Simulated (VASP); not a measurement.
# Al3O in VASP: further runs, part 2 of 2

VASP 6.6.1.

## Step 3: Single point, LDA

File INCAR:

```
PREC     = Accurate       # precision mode
ENCUT    = 520            # plane-wave cutoff, eV
EDIFF    = 1E-6           # SCF threshold, eV
ISMEAR   = 0              # smearing method
SIGMA    = 0.1            # smearing width, eV
LREAL    = False          # projectors in reciprocal space
LASPH    = True           # aspherical terms in the spheres
NELM     = 100            # most SCF steps
ALGO     = Normal         # electronic algorithm
ISIF     = 2              # what is computed and relaxed
LWAVE    = False          # write WAVECAR
LCHARG   = False          # write CHGCAR
LDIPOL   = True         
IDIPOL   = 3            
DIPOL    = 0.5 0.5 0.346
NBANDS   = 16             # bands
```

File KPOINTS:

```
regular mesh
0
Gamma
  9 9 1
```

File POSCAR:

```
Al3O
1.0
    2.8168432364      0.0000000000      0.0000000000
    0.0000000000      2.8168432364      0.0000000000
    0.0000000000      0.0000000000     21.1042970937
Al O
3 1
Direct
    0.5000000000      0.5000000000      0.1895348602
    0.0000000000      0.0000000000      0.2867549192
    0.5000000000      0.5000000000      0.3840117042
    0.6666666667      0.6666666667      0.5228459894
```

Potentials or basis: VASP PAW LDA potentials, release 64 (Al, O).

Command:

```bash
$ cat potpaw_LDA.64/Al/POTCAR potpaw_LDA.64/O/POTCAR > POTCAR
$ mpirun -np 1 vasp_std > vasp.out
```

OUTCAR:

```text
PREC = Accurate
   ENCUT = 520
   EDIFF = 1E-6
   ISMEAR = 0
   LREAL = False
   LASPH = True
   NELM = 100
   ISIF = 2

 ion  position               nearest neighbor table
   1  0.500  0.500  0.190-   2 2.86   2 2.86   2 2.86   2 2.86
   2  0.000  0.000  0.287-   1 2.86   1 2.86   1 2.86   1 2.86   3 2.86   3 2.86   3 2.86   3 2.86

   3  0.500  0.500  0.384-   2 2.86   2 2.86   2 2.86   2 2.86
   4  0.667  0.667  0.523-

  LATTYP: Found a simple tetragonal cell.
 ALAT       =     2.8168432364
 C/A-ratio  =     7.4921801899

  Lattice vectors:

 A1 = (   2.8168432364,   0.0000000000,   0.0000000000)
 A2 = (   0.0000000000,   2.8168432364,   0.0000000000)
 A3 = (   0.0000000000,   0.0000000000,  21.1042970937)

Analysis of symmetry for initial positions (statically):
=====================================================================
 Subroutine PRICEL returns:
 Original cell was already a primitive cell.

 Routine SETGRP: Setting up the symmetry group for a
 simple tetragonal supercell.

 Subroutine GETGRP returns: Found  2 space group operations
 (whereof  2 operations were pure point group operations)
 out of a pool of 16 trial point group operations.

The static configuration has the point symmetry C_1h.

Analysis of symmetry for dynamics (positions and initial velocities):
=====================================================================
 Subroutine PRICEL returns:
 Original cell was already a primitive cell.

 Routine SETGRP: Setting up the symmetry group for a
 simple tetragonal supercell.

 Subroutine GETGRP returns: Found  2 space group operations
 (whereof  2 operations were pure point group operations)
 out of a pool of 16 trial point group operations.

The dynamic configuration has the point symmetry C_1h.

 Subroutine INISYM returns: Found  2 space group operations
 (whereof  2 operations are pure point group operations),
 and found     1 'primitive' translations

[... 126 lines left out ...]
   LEPSILON=     F    determine dielectric tensor
   LRPA    =     F    only Hartree local field effects (RPA)
 non-spin polarized calculation
 Gauss-broadening in eV      SIGMA  =   0.10
  energy-cutoff  :      520.00
  volume of cell :      167.45
 maximum number of plane-waves:      4559
 NGX is ok and might be reduce to    24
   NGX = 11   NGY = 11   NGZ = 79

 number of electron      15.0000003 magnetization

 dipolmoment           0.000000      0.000000      0.227658 electrons x Angstroem

 Free energy of the ion-electron system (eV)
  ---------------------------------------------------
  ext. energy  EPLUGINS =         0.00000000
  ---------------------------------------------------
  free energy    TOTEN  =       -13.77426182 eV

  energy without entropy =      -13.75739600  energy(sigma->0) =      -13.76582891

 E-fermi :  -2.2495     XC(G=0):  -4.8287

 val. band max:       -2.2546195637   @ k =   0.2222   0.0000   0.0000
 cond. band min:      -2.2454578357   @ k =  -0.2222   0.4444   0.0000
 fundamental gap:      0.0091617281
 Fermi energy:        -2.2495198582

 k-point     1 :       0.0000    0.0000    0.0000
  band No.  band energies     occupation
      1     -17.5489      2.00000
      2     -12.7858      2.00000
      3     -10.5019      2.00000
      4      -7.1054      2.00000
      5      -4.2180      2.00000
      6      -2.6462      2.00000
[... 433 lines left out ...]
      3      -4.3456      2.00000
      4      -3.5834      2.00000
      5      -3.3047      2.00000
      6      -3.2921      2.00000
[... 8 lines left out ...]
     15       2.4729      0.00000
     16       3.0036      0.00000

 [... further k-points ...]

------------------------ aborting loop because EDIFF is reached ----------------------------------------

 vacuum level on the upper side and lower side of the slab       (xc-potential included)         2.330        -2.717

  FORCE on cell =-STRESS in cart. coord.  units (eV):
  Direction    XX          YY          ZZ          XY          YZ          ZX
  --------------------------------------------------------------------------------------
  -------------------------------------------------------------------------------------
  Total       -4.0361989     -4.0361989     -3.8741552     -0.0200090     -0.2903711     -0.2903711
  in kB      -38.6177438    -38.6177438    -37.0673341     -0.1914433     -2.7782274     -2.7782274
  external PRESSURE =     -38.1009406 kB  Pullay stress =       0.0000000 kB

 VOLUME and BASIS-vectors are now :
 -----------------------------------------------------------------------------
  energy-cutoff  :      520.00
  volume of cell :      167.45
      direct lattice vectors                 reciprocal lattice vectors
     2.816843236  0.000000000  0.000000000     0.355007331  0.000000000  0.000000000
     0.000000000  2.816843236  0.000000000     0.000000000  0.355007331  0.000000000
     0.000000000  0.000000000 21.104297094     0.000000000  0.000000000  0.047383715

 POSITION                                       TOTAL-FORCE (eV/Angst)
 -----------------------------------------------------------------------------------
      1.40842      1.40842      4.00000        -0.011197     -0.011197     -0.176993
      0.00000      0.00000      6.05176         0.000914      0.000914      0.095817
      1.40842      1.40842      8.10430         0.124358      0.124358      1.585395
      1.87790      1.87790     11.03430        -0.114075     -0.114075     -1.504219
 -----------------------------------------------------------------------------------
    total drift:                               -0.000101     -0.000101      0.000393

  FREE ENERGIE OF THE ION-ELECTRON SYSTEM (eV)
  ---------------------------------------------------
  free  energy   TOTEN  =       -13.7742618152 eV

  energy  without entropy=      -13.7573960036  energy(sigma->0) =      -13.76582891

 vacuum level on the upper side and lower side of the slab         7.269         2.092
```

stdout:

```text
POSCAR found type information on POSCAR AlO
 POSCAR found :  2 types and       4 ions
 scaLAPACK will be used
 LDA part: xc-table for (Slater(with rela. corr.)+CA(PZ))
 , standard interpolation
 POSCAR, INCAR and KPOINTS ok, starting setup
 FFT: planning ... GRIDC
 FFT: planning ... GRID_SOFT
 FFT: planning ... GRID
 WAVECAR not read
 entering main loop
```

It took 48 s on 1 thread of Intel Xeon 6975P-C (Granite Rapids), shared host; peak memory 0.24 GiB.

Results:

```
Free energy   : -13.7743 eV
Largest force : 1.595 eV/Å
```

Forces in eV/Å, atoms in the order of the input:
```
Al  -0.011 -0.011 -0.177
Al   0.001  0.001  0.096
Al   0.124  0.124  1.585
O   -0.114 -0.114 -1.504
```

Levels at points of the mesh, in eV from the Fermi level:
| k point | band 6 | band 7 | band 8 | band 9 | band 10 | band 11 |
| --- | --- | --- | --- | --- | --- | --- |
| (0.00, 0.00, 0.00) | -0.40 | 0.43 | 0.43 | 2.61 | 4.60 | 6.13 |

Caveat: an odd number of electrons without spin polarisation forces a metal; a magnetic or distorted state may lie lower.

## Step 4: Single point, LDA

File INCAR:

```
PREC = Accurate ; ENCUT = 520
EDIFF = 1E-7 ; ISMEAR = 0
SIGMA = 0.1 ; LREAL = False
LASPH = True ; NELM = 60
ALGO = Normal ; ISIF = 2
LWAVE = False ; LCHARG = False
LDIPOL = True ; IDIPOL = 3
DIPOL = 0.5 0.5 0.328 ; NBANDS = 16
```

KPOINTS is that of step 3.

POSCAR, as its differences from that of step 3:

```diff
@@ -11,2 +11,2 @@
     0.5000000000      0.5000000000      0.3840117042
-    0.6666666667      0.6666666667      0.5228459894
+    0.8333333333      0.8333333333      0.4527180911
```

Potentials or basis: VASP PAW LDA potentials, release 64 (Al, O).

Command:

```bash
$ cat potpaw_LDA.64/Al/POTCAR potpaw_LDA.64/O/POTCAR > POTCAR
$ mpirun -np 1 vasp_std > vasp.out
```

OUTCAR:

```text
PREC = Accurate
   ENCUT = 520
   EDIFF = 1E-7
   ISMEAR = 0
   LREAL = False
   LASPH = True
   NELM = 60
   ISIF = 2

 ion  position               nearest neighbor table
   1  0.500  0.500  0.190-   2 2.86   2 2.86   2 2.86   2 2.86
   2  0.000  0.000  0.287-   1 2.86   1 2.86   1 2.86   1 2.86   3 2.86   3 2.86   3 2.86   3 2.86

   3  0.500  0.500  0.384-   4 1.97   4 2.55   4 2.55   2 2.86   2 2.86   2 2.86   2 2.86
   4  0.833  0.833  0.453-   3 1.97   3 2.55   3 2.55

  LATTYP: Found a simple tetragonal cell.
 ALAT       =     2.8168432364
 C/A-ratio  =     7.4921801899

  Lattice vectors:

 A1 = (   2.8168432364,   0.0000000000,   0.0000000000)
 A2 = (   0.0000000000,   2.8168432364,   0.0000000000)
 A3 = (   0.0000000000,   0.0000000000,  21.1042970937)

Analysis of symmetry for initial positions (statically):
=====================================================================
 Subroutine PRICEL returns:
 Original cell was already a primitive cell.

 Routine SETGRP: Setting up the symmetry group for a
 simple tetragonal supercell.

 Subroutine GETGRP returns: Found  2 space group operations
[... 182 lines left out ...]
      1     -18.6179      2.00000
      2     -12.6490      2.00000
      3     -10.1766      2.00000
      4      -6.6796      2.00000
      5      -4.1522      2.00000
      6      -2.4430      1.98523
[... 433 lines left out ...]
      3      -5.0898      2.00000
      4      -4.9110      2.00000
      5      -3.9801      2.00000
      6      -3.8821      2.00000
[... 8 lines left out ...]
     15       2.8188      0.00000
     16       4.2886      0.00000

 [... further k-points ...]

------------------------ aborting loop because EDIFF is reached ----------------------------------------

 vacuum level on the upper side and lower side of the slab       (xc-potential included)         2.269        -2.317

  FORCE on cell =-STRESS in cart. coord.  units (eV):
  Direction    XX          YY          ZZ          XY          YZ          ZX
  --------------------------------------------------------------------------------------
  -------------------------------------------------------------------------------------
  Total       -3.7346942     -3.7346942     -6.4962823      0.3967815     -1.0851190     -1.0851190
  in kB      -35.7329917    -35.7329917    -62.1554512      3.7963454    -10.3822557    -10.3822556
  external PRESSURE =     -44.5404782 kB  Pullay stress =       0.0000000 kB

 VOLUME and BASIS-vectors are now :
 -----------------------------------------------------------------------------
  energy-cutoff  :      520.00
  volume of cell :      167.45
      direct lattice vectors                 reciprocal lattice vectors
     2.816843236  0.000000000  0.000000000     0.355007331  0.000000000  0.000000000
     0.000000000  2.816843236  0.000000000     0.000000000  0.355007331  0.000000000
     0.000000000  0.000000000 21.104297094     0.000000000  0.000000000  0.047383715

 POSITION                                       TOTAL-FORCE (eV/Angst)
 -----------------------------------------------------------------------------------
      1.40842      1.40842      4.00000         0.010685      0.010685     -0.189280
      0.00000      0.00000      6.05176         0.094601      0.094601      0.139543
      1.40842      1.40842      8.10430         0.478853      0.478853      4.869124
      2.34737      2.34737      9.55430        -0.584140     -0.584140     -4.819387
 -----------------------------------------------------------------------------------
    total drift:                                0.000163      0.000163     -0.000167

  FREE ENERGIE OF THE ION-ELECTRON SYSTEM (eV)
  ---------------------------------------------------
  free  energy   TOTEN  =       -18.2463622260 eV

  energy  without entropy=      -18.2326145594  energy(sigma->0) =      -18.23948839

 vacuum level on the upper side and lower side of the slab         6.911         2.206
```

Wall time 70 s (1 thread of Intel Xeon 6975P-C (Granite Rapids), shared host); peak memory 0.25 GiB.

What came out:

| Quantity | Value |
| --- | --- |
| Free energy | -18.2464 eV |
| Largest force | 4.916 eV/Å |

Forces in eV/Å, atoms in the order of the input:
```
Al   0.011  0.011 -0.189
Al   0.095  0.095  0.140
Al   0.479  0.479  4.869
O   -0.584 -0.584 -4.819
```

Caveat: an odd number of electrons without spin polarisation forces a metal; a magnetic or distorted state may lie lower.

## Step 5: Single point, LDA

File INCAR:

```
SYSTEM = Al3O
PREC     = Accurate       ! precision mode
ENCUT    = 520            ! plane-wave cutoff, eV
EDIFF    = 1E-6           ! SCF threshold, eV
ISMEAR   = 0              ! smearing method
SIGMA    = 0.1            ! smearing width, eV
LREAL    = .FALSE.        ! projectors in reciprocal space
LASPH    = .TRUE.         ! aspherical terms in the spheres
NELM     = 60             ! most SCF steps
ALGO     = Normal         ! electronic algorithm
ISIF     = 2              ! what is computed and relaxed
LWAVE    = .FALSE.        ! write WAVECAR
LCHARG   = .FALSE.        ! write CHGCAR
LDIPOL   = .TRUE.       
IDIPOL   = 3            
DIPOL    = 0.5 0.5 0.340
GGA      = CA             ! functional
NBANDS   = 16             ! bands
```

File KPOINTS:

```
Automatic mesh
0
G
  9 9 1
  0 0 0
```

POSCAR, as its differences from that of step 4:

```diff
@@ -11,2 +11,2 @@
     0.5000000000      0.5000000000      0.3840117042
-    0.8333333333      0.8333333333      0.4527180911
+    0.8333333333      0.8333333333      0.4991541318
```

Command:

```bash
$ cat potpaw_LDA.64/Al/POTCAR potpaw_LDA.64/O/POTCAR > POTCAR
$ mpirun -np 1 vasp_std > vasp.out
```

Wall time 66 s (1 thread of Intel Xeon 6975P-C (Granite Rapids), shared host); peak memory 0.25 GiB.

Results (log left out):

| Property | Result |
| --- | --- |
| Free energy | -14.5254 eV |
| Largest force | 2.363 eV/Å |

Forces in eV/Å, atoms in the order of the input:
```
Al  -0.010 -0.010 -0.138
Al   0.004  0.004  0.158
Al   0.295  0.295  2.307
O   -0.289 -0.289 -2.327
```

Levels at points of the mesh, in eV from the Fermi level:
| k point | band 6 | band 7 | band 8 | band 9 | band 10 | band 11 |
| --- | --- | --- | --- | --- | --- | --- |
| (0.00, 0.00, 0.00) | -0.15 | 0.24 | 0.24 | 2.81 | 4.64 | 6.10 |

Caveat: an odd number of electrons without spin polarisation forces a metal; a magnetic or distorted state may lie lower.
